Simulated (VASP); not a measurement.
# NaCl (Fm-3m) in VASP: further runs

NaCl is run at these levels: PBE; tasks: single point, relaxation of cell and atoms.

All numbers are computed with VASP 6.6.1; they aren't measurements. Logs are shortened: lines on timing, memory, paths and dates and some standing lists are left out, and cuts for length are marked.

## Step 1: The cell of the first run

It takes space group Fm-3m (No. 225, cubic). Conventional cell: a = 5.692 Å, b = 5.692 Å, c = 5.692 Å, α = 90.00°, β = 90.00°, γ = 90.00°. Na (site symmetry m-3m) has 6 Cl at 2.85 Å within 3.8 Å. Cl (site symmetry m-3m) has 6 Na at 2.85 Å within 3.8 Å.

## Step 2: Single point, PBE

Input file INCAR:

```
PREC     = Accurate       # precision mode
ENCUT    = 520            # plane-wave cutoff, eV
EDIFF    = 1E-6           # SCF threshold, eV
ISMEAR   = 0              # smearing method
SIGMA    = 0.02           # smearing width, eV
LREAL    = F              # projectors in reciprocal space
LASPH    = T              # aspherical terms in the spheres
NELM     = 60             # most SCF steps
ALGO     = Normal         # electronic algorithm
ISIF     = 2              # what is computed and relaxed
LWAVE    = F              # write WAVECAR
LCHARG   = F              # write CHGCAR
GGA      = PE             # functional
NBANDS   = 14             # bands
```

Input file KPOINTS:

```
regular mesh
0
Gamma
  8 8 8
```

Input file POSCAR:

```
NaCl
1.0
    0.0000000000      2.8461977588      2.8461977588
    2.8461977588      0.0000000000      2.8461977588
    2.8461977588      2.8461977588      0.0000000000
Na Cl
1 1
Direct
    0.0000000000      0.0000000000      0.0000000000
    0.5000000000      0.5000000000      0.5000000000
```

Potentials or basis: VASP PAW PBE potentials, release 64 (Na_pv, Cl).

Run with:

```
$ cat potpaw_PBE.64/Na_pv/POTCAR potpaw_PBE.64/Cl/POTCAR > POTCAR
$ mpirun -np 1 vasp_std > vasp.out
```

OUTCAR:

```text
PREC = Accurate
   ENCUT = 520
   EDIFF = 1E-6
   ISMEAR = 0
   LREAL = F
   LASPH = T
   NELM = 60
   ISIF = 2
   GGA = PE

 ion  position               nearest neighbor table
   1  0.000  0.000  0.000-
   2  0.500  0.500  0.500-

  LATTYP: Found a face centered cubic cell.
 ALAT       =     5.6923955176

  Lattice vectors:

 A1 = (   0.0000000000,   2.8461977588,   2.8461977588)
 A2 = (   2.8461977588,   0.0000000000,   2.8461977588)
 A3 = (   2.8461977588,   2.8461977588,   0.0000000000)

Analysis of symmetry for initial positions (statically):
[... 33 lines left out ...]
                                     Primitive cell

  volume of cell :      46.1132

  direct lattice vectors                    reciprocal lattice vectors
     0.000000000  2.846197759  2.846197759    -0.175672965  0.175672965  0.175672965
     2.846197759  0.000000000  2.846197759     0.175672965 -0.175672965  0.175672965
     2.846197759  2.846197759  0.000000000     0.175672965  0.175672965 -0.175672965

  length of vectors
     4.025131472  4.025131472  4.025131472     0.304274501  0.304274501  0.304274501

  position of ions in fractional coordinates (direct lattice)
     0.000000000  0.000000000  0.000000000
     0.500000000  0.500000000  0.500000000

  ion indices of the primitive-cell ions
   primitive index   ion index
                 1           1
                 2           2

----------------------------------------------------------------------------------------

 KPOINTS: regular mesh

Automatic generation of k-mesh.
 Grid dimensions read from file:
 generate k-points for:    8    8    8

 Generating k-lattice:

  Cartesian coordinates                     Fractional coordinates (reciprocal lattice)
    -0.021959121  0.021959121  0.021959121     0.125000000  0.000000000  0.000000000
     0.021959121 -0.021959121  0.021959121     0.000000000  0.125000000  0.000000000
     0.021959121  0.021959121 -0.021959121     0.000000000  0.000000000  0.125000000

  Length of vectors
     0.038034313  0.038034313  0.038034313

  Shift w.r.t. Gamma in fractional coordinates (k-lattice)
     0.000000000  0.000000000  0.000000000

 Subroutine IBZKPT returns following result:
 ===========================================

 Found     29 irreducible k-points:

 Following reciprocal coordinates:
            Coordinates               Weight
  0.000000  0.000000  0.000000      1.000000
[... 42 lines left out ...]
   EDIFF  = 0.1E-05   stopping-criterion for ELM
   LREAL  =      F    real-space projection
   EDIFFG = 0.1E-04   stopping-criterion for IOM
   NSW    =      0    number of steps for IOM
   IBRION =     -1    ionic relax: 0-MD 1-quasi-New 2-CG
   NFREE  =      0    steps in history (QN), initial steepest desc. (CG)
   ISIF   =      2    stress and relaxation
   ISYM   =      2    0-nonsym 1-usesym 2-fastsym
   POTIM  = 0.5000    time-step for ionic-motion
   TEBEG  =    0.0;   TEEND  =   0.0 temperature during run
   PSTRESS=    0.0 pullay stress
   NELECT =      14.0000    total number of electrons
   NUPDOWN=      -1.0000    fix difference up-down
   EMIN   =  10.00;   EMAX   =-10.00  energy-range for DOS
   EFERMI =   0.00;   METHOD = LEGACY
   ISMEAR =     0;   SIGMA  =   0.02  broadening in eV -4-tet -1-fermi 0-gaus
   EFERMI_NEDOS =   21; number of points for ismear=-14 and -15
   IALGO  =     38    algorithm
   IMIX   =      4    mixing-type and parameters
     AMIX     =   0.40;   BMIX     =  1.00
     AMIX_MAG =   1.60;   BMIX_MAG =  1.00
  volume/ion in A,a.u.               =      23.06       155.59
  Fermi-wavevector in a.u.,A,eV,Ry     =   1.100295  2.079256 16.471878  1.210649
  Thomas-Fermi vector in A             =   2.236704
   LORBIT       =      0    0 simple, 1 ext, 2 COOP (PROOUT), +10 PAW based schemes
   GGA     = PE    functional components
   LHFCALC =     F    Hartree Fock is set to
   AEXX    =    0.0000 exact exchange contribution
   IVDW    =     0    specifies the selected vdW correction
   LEPSILON=     F    determine dielectric tensor
   LRPA    =     F    only Hartree local field effects (RPA)
 non-spin polarized calculation
 Gauss-broadening in eV      SIGMA  =   0.02
  energy-cutoff  :      520.00
  volume of cell :       46.11
 maximum number of plane-waves:      1254
 NGX is ok and might be reduce to    30
   NGX = 15   NGY = 15   NGZ = 15

 number of electron      13.9999992 magnetization

 Free energy of the ion-electron system (eV)
  ---------------------------------------------------
  ext. energy  EPLUGINS =         0.00000000
  ---------------------------------------------------
  free energy    TOTEN  =        -6.77786647 eV

  energy without entropy =       -6.77786647  energy(sigma->0) =       -6.77786647

 E-fermi :  -0.6841     XC(G=0):  -8.0484

 val. band max:       -0.8888225069   @ k =   0.0000   0.0000   0.0000
 cond. band min:       4.1131351796   @ k =   0.0000   0.0000   0.0000
 fundamental gap:      5.0019576865
 Fermi energy:        -0.6841313180

 k-point     1 :       0.0000    0.0000    0.0000
  band No.  band energies     occupation
      1     -21.7626      2.00000
      2     -21.7626      2.00000
      3     -21.7626      2.00000
      4     -13.4868      2.00000
      5      -0.8888      2.00000
      6      -0.8888      2.00000
      7      -0.8888      2.00000
      8       4.1131      0.00000
      9      10.2016      0.00000
     10      10.2016      0.00000
     11      10.2016      0.00000
     12      12.3267      0.00000
     13      12.3267      0.00000
     14      13.8865      0.00000
[... 377 lines left out ...]
      1     -21.7831      2.00000
      2     -21.7698      2.00000
      3     -21.7664      2.00000
      4     -13.1471      2.00000
      5      -2.4666      2.00000
      6      -1.6133      2.00000
      7      -1.2787      2.00000
      8       7.3692      0.00000
      9       8.5267      0.00000
     10       9.2636      0.00000
     11      10.7402      0.00000
     12      13.3175      0.00000
     13      14.5407      0.00000
     14      15.5912      0.00000

 [... further k-points ...]
[... 5 lines left out ...]
  --------------------------------------------------------------------------------------
  -------------------------------------------------------------------------------------
  Total        0.0050994      0.0050994      0.0050994      0.0000000     -0.0000000      0.0000000
  in kB        0.1771752      0.1771752      0.1771752      0.0000000     -0.0000000      0.0000000
  external PRESSURE =       0.1771752 kB  Pullay stress =       0.0000000 kB

 VOLUME and BASIS-vectors are now :
 -----------------------------------------------------------------------------
  energy-cutoff  :      520.00
  volume of cell :       46.11
      direct lattice vectors                 reciprocal lattice vectors
     0.000000000  2.846197759  2.846197759    -0.175672965  0.175672965  0.175672965
     2.846197759  0.000000000  2.846197759     0.175672965 -0.175672965  0.175672965
     2.846197759  2.846197759  0.000000000     0.175672965  0.175672965 -0.175672965

 POSITION                                       TOTAL-FORCE (eV/Angst)
 -----------------------------------------------------------------------------------
      0.00000      0.00000      0.00000        -0.000000     -0.000000      0.000000
      2.84620      2.84620      2.84620         0.000000      0.000000     -0.000000
 -----------------------------------------------------------------------------------
    total drift:                               -0.000000      0.000000      0.000000

  FREE ENERGIE OF THE ION-ELECTRON SYSTEM (eV)
  ---------------------------------------------------
  free  energy   TOTEN  =        -6.7778664662 eV

  energy  without entropy=       -6.7778664662  energy(sigma->0) =       -6.77786647
```

OSZICAR:

```text
N       E                     dE             d eps       ncg     rms          rms(c)
DAV:   1     0.103278707211E+03    0.10328E+03   -0.70241E+03   820   0.998E+02
DAV:   2     0.199760424420E+01   -0.10128E+03   -0.93045E+02   884   0.269E+02
DAV:   3    -0.683297391671E+01   -0.88306E+01   -0.87752E+01  1064   0.758E+01
DAV:   4    -0.697837883015E+01   -0.14540E+00   -0.14533E+00   956   0.102E+01
DAV:   5    -0.698156023583E+01   -0.31814E-02   -0.31812E-02  1046   0.153E+00    0.214E+00
DAV:   6    -0.678364703030E+01    0.19791E+00   -0.33348E-01   986   0.328E+00    0.159E+00
DAV:   7    -0.677195070736E+01    0.11696E-01   -0.82159E-02  1078   0.162E+00    0.109E+00
DAV:   8    -0.677786265313E+01   -0.59119E-02   -0.10382E-02   926   0.860E-01    0.299E-01
DAV:   9    -0.677774809921E+01    0.11455E-03   -0.21887E-04  1010   0.112E-01    0.170E-01
DAV:  10    -0.677787983712E+01   -0.13174E-03   -0.37234E-04   920   0.142E-01    0.757E-02
DAV:  11    -0.677786662975E+01    0.13207E-04   -0.22403E-05  1022   0.412E-02    0.186E-02
DAV:  12    -0.677786646621E+01    0.16354E-06   -0.29824E-06   950   0.149E-02
   1 F= -.67778665E+01 E0= -.67778665E+01  d E =-.213463E-49
```

stdout:

```text
POSCAR found type information on POSCAR NaCl
 POSCAR found :  2 types and       2 ions
 scaLAPACK will be used
 LDA part: xc-table for (Slater+PW92), standard interpolation
 POSCAR, INCAR and KPOINTS ok, starting setup
 FFT: planning ... GRIDC
 FFT: planning ... GRID_SOFT
 FFT: planning ... GRID
 WAVECAR not read
 entering main loop
```

Wall time 16 s (1 thread of Intel Xeon Platinum 8375C at 2.90GHz (Ice Lake), shared host); peak memory 0.16 GiB.

What came out:

* Free energy: -6.7779 eV
* Pressure: 0.0 GPa
* Band gap on the k mesh: 5.00 eV, direct

## Step 3: Relaxation of cell and atoms, PBE

This run uses another cell than the first one, of 21.81 Å³/atom, 0.946 times its volume.

Input file INCAR:

```
PREC = Accurate ; ENCUT = 600
EDIFF = 1E-6 ; ISMEAR = 0
SIGMA = 0.02 ; LREAL = F
LASPH = T ; NELM = 60
ALGO = Normal ; ISIF = 3
LWAVE = F ; LCHARG = F
GGA = PE ; IBRION = 2
NSW = 100 ; EDIFFG = -0.005
```

KPOINTS is that of step 2.

Input file POSCAR:

```
NaCl
1.0
    0.0000000000      2.7940632177      2.7940632177
    2.7940632177      0.0000000000      2.7940632177
    2.7940632177      2.7940632177      0.0000000000
Na Cl
1 1
Direct
    0.0000000000      0.0000000000      0.0000000000
    0.5000000000      0.5000000000      0.5000000000
```

Potentials or basis: VASP PAW PBE potentials, release 64 (Na_pv, Cl).

Run with:

```
$ cat potpaw_PBE.64/Na_pv/POTCAR potpaw_PBE.64/Cl/POTCAR > POTCAR
$ mpirun -np 1 vasp_std > vasp.out
```

OUTCAR:

```text
PREC = Accurate
   ENCUT = 600
   EDIFF = 1E-6
   ISMEAR = 0
   LREAL = F
   LASPH = T
   NELM = 60
   ISIF = 3
   GGA = PE
   IBRION = 2
   NSW = 100
   EDIFFG = -0.005

 ion  position               nearest neighbor table
   1  0.000  0.000  0.000-
   2  0.500  0.500  0.500-

  LATTYP: Found a face centered cubic cell.
 ALAT       =     5.5881264354

  Lattice vectors:

 A1 = (   0.0000000000,   2.7940632177,   2.7940632177)
 A2 = (   2.7940632177,   0.0000000000,   2.7940632177)
 A3 = (   2.7940632177,   2.7940632177,   0.0000000000)

Analysis of symmetry for initial positions (statically):
[... 33 lines left out ...]
                                     Primitive cell

  volume of cell :      43.6253

[... 217 lines left out ...]
  energy without entropy =       -6.77796991  energy(sigma->0) =       -6.77796991

 E-fermi :  -0.7181     XC(G=0):  -8.0345

 val. band max:       -0.9072985652   @ k =   0.0000   0.0000   0.0000
 cond. band min:       4.0832493466   @ k =   0.0000   0.0000   0.0000
 fundamental gap:      4.9905479118
 Fermi energy:        -0.7180904861

 k-point     1 :       0.0000    0.0000    0.0000
  band No.  band energies     occupation
      1     -21.7872      2.00000
      2     -21.7872      2.00000
      3     -21.7872      2.00000
      4     -13.4978      2.00000
      5      -0.9073      2.00000
      6      -0.9073      2.00000
      7      -0.9073      2.00000
      8       4.0832      0.00000
      9      10.1797      0.00000
     10      10.1797      0.00000
     11      10.1797      0.00000
[... 309 lines left out ...]
 k-point    24 :      -0.3750    0.2500    0.1250
  band No.  band energies     occupation
      1     -21.8074      2.00000
      2     -21.7943      2.00000
      3     -21.7910      2.00000
      4     -13.1614      2.00000
      5      -2.4768      2.00000
      6      -1.6276      2.00000
      7      -1.2948      2.00000
      8       7.3426      0.00000
      9       8.4934      0.00000
     10       9.2331      0.00000
     11      10.7097      0.00000

 [... further k-points ...]
[... 5 lines left out ...]
  --------------------------------------------------------------------------------------
  -------------------------------------------------------------------------------------
  Total        0.0041173      0.0041173      0.0041173     -0.0000000      0.0000000      0.0000000
  in kB        0.1425881      0.1425881      0.1425881     -0.0000000      0.0000000      0.0000000
  external PRESSURE =       0.1425881 kB  Pullay stress =       0.0000000 kB
[... 17 lines left out ...]
  FREE ENERGIE OF THE ION-ELECTRON SYSTEM (eV)
  ---------------------------------------------------
  free  energy   TOTEN  =        -6.7779699097 eV

  energy  without entropy=       -6.7779699097  energy(sigma->0) =       -6.77796991

 reached required accuracy - stopping structural energy minimisation
```

OSZICAR:

```text
N       E                     dE             d eps       ncg     rms          rms(c)
DAV:   1     0.999348166874E+02    0.99935E+02   -0.78731E+03   638   0.141E+03
DAV:   2     0.164029119989E+01   -0.98295E+02   -0.90498E+02   718   0.297E+02
DAV:   3    -0.676852002082E+01   -0.84088E+01   -0.83540E+01   758   0.837E+01
[... 22 lines left out ...]
DAV:   3    -0.677913335908E+01    0.10161E-01   -0.23151E-02   722   0.176E+00    0.320E-01
DAV:   4    -0.677799266853E+01    0.11407E-02   -0.64079E-04   874   0.328E-01    0.269E-02
DAV:   5    -0.677797265407E+01    0.20014E-04   -0.61291E-05   716   0.760E-02    0.154E-02
DAV:   6    -0.677797032959E+01    0.23245E-05   -0.49018E-06   704   0.370E-02    0.683E-03
DAV:   7    -0.677796990974E+01    0.41985E-06   -0.85986E-07   550   0.106E-02
   3 F= -.67779699E+01 E0= -.67779699E+01  d E =-.118448E-01
```

CONTCAR:

```text
NaCl
   1.00000000000000
     0.0000000000000000    2.8492927802675658    2.8492927802675658
     2.8492927802675658   -0.0000000000000000    2.8492927802675658
     2.8492927802675658    2.8492927802675658   -0.0000000000000000
  Na              Cl
     1     1
Direct
     0.0000000000000000    0.0000000000000000    0.0000000000000000
     0.5000000000000000    0.5000000000000000    0.5000000000000000

  0.00000000E+00  0.00000000E+00  0.00000000E+00
  0.00000000E+00  0.00000000E+00  0.00000000E+00
```

It took 30 s on 1 thread of Intel Xeon Platinum 8375C at 2.90GHz (Ice Lake), shared host; peak memory 0.18 GiB.

Results:

```
Free energy                            : -6.7780 eV
Relaxed volume                         : 23.13 Å³/atom
Relaxed cell                           : a = 4.030 Å, b = 4.030 Å, c = 4.030 Å, α = 60.00°, β = 60.00°, γ = 60.00°
Space group after relaxing (to 0.05 Å) : Fm-3m (No. 225)
Energy gained by relaxing              : 5.9 meV/atom
Ionic steps                            : 3
Pressure after relaxing                : 0.0 GPa
Band gap on the k mesh                 : 4.99 eV, direct
```

Step by step:
```
step  energy change (eV)  largest force (eV/Å)  pressure (GPa)  volume (Å³)
   1              0.0000                0.0000            1.56        43.63
   2             -0.0093                0.0000            0.73        44.98
   3             -0.0118                0.0000            0.01        46.26
```

Final structure:
```
Na Cl
1.0
     0.00000    2.84929    2.84929
     2.84929    0.00000    2.84929
     2.84929    2.84929    0.00000
Na Cl
1 1
Direct
  0.00000 0.00000 0.00000
  0.50000 0.50000 0.50000
```

A k mesh can miss the band edges. Expect the measured gap to be larger: semilocal functionals such as PBE lack the derivative discontinuity.
